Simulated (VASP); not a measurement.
A run of VASP 6.6.1:

File INCAR:

```
SYSTEM = Na5CuTe4
ALGO = Fast ; EDIFF = 1E-6
ENCUT = 520 ; GGA = PE
ISIF = 2 ; ISMEAR = 0
LASPH = .True. ; LCHARG = .False.
LREAL = .False. ; LWAVE = .False.
NBANDS = 46 ; NELM = 60
PREC = Accurate ; SIGMA = 0.1
```

Contents of KPOINTS:

```
k-points
0
Gamma
  4 4 4
  0 0 0
```

POSCAR

```
Na5CuTe4
1.0
    0.0000000000      5.4147473136      5.4147473136
    5.4147473136      0.0000000000      5.4147473136
    5.4147473136      5.4147473136      0.0000000000
Na Cu Te
5 1 4
Direct
    0.8534345827      0.8534345827      0.8534345827
    0.8534345827      0.8534345827      0.4396962520
    0.8534345827      0.4396962520      0.8534345827
    0.4396962520      0.8534345827      0.8534345827
    0.0000000000      0.0000000000      0.0000000000
    0.2500000000      0.2500000000      0.2500000000
    0.3842687712      0.3842687712      0.3842687712
    0.3842687712      0.3842687712      0.8471936864
    0.3842687712      0.8471936864      0.3842687712
    0.8471936864      0.3842687712      0.3842687712
```

Potentials or basis: VASP PAW PBE potentials, release 64 (Na_pv, Cu, Te).

Launch:

```console
$ cat potpaw_PBE.64/Na_pv/POTCAR potpaw_PBE.64/Cu/POTCAR potpaw_PBE.64/Te/POTCAR > POTCAR
$ mpirun -np 1 vasp_std > vasp.out
```

Hardware: 1 thread of AMD EPYC 9R45 96-Core Processor (Zen 5), on a shared host.

Q: Estimate the wall time of this run.

A: Wall time 3.3 min on 1 thread of AMD EPYC 9R45 96-Core Processor (Zen 5), with other jobs on the host, peak memory 0.52 GiB. Counts: scf iterations 22, k points 8.
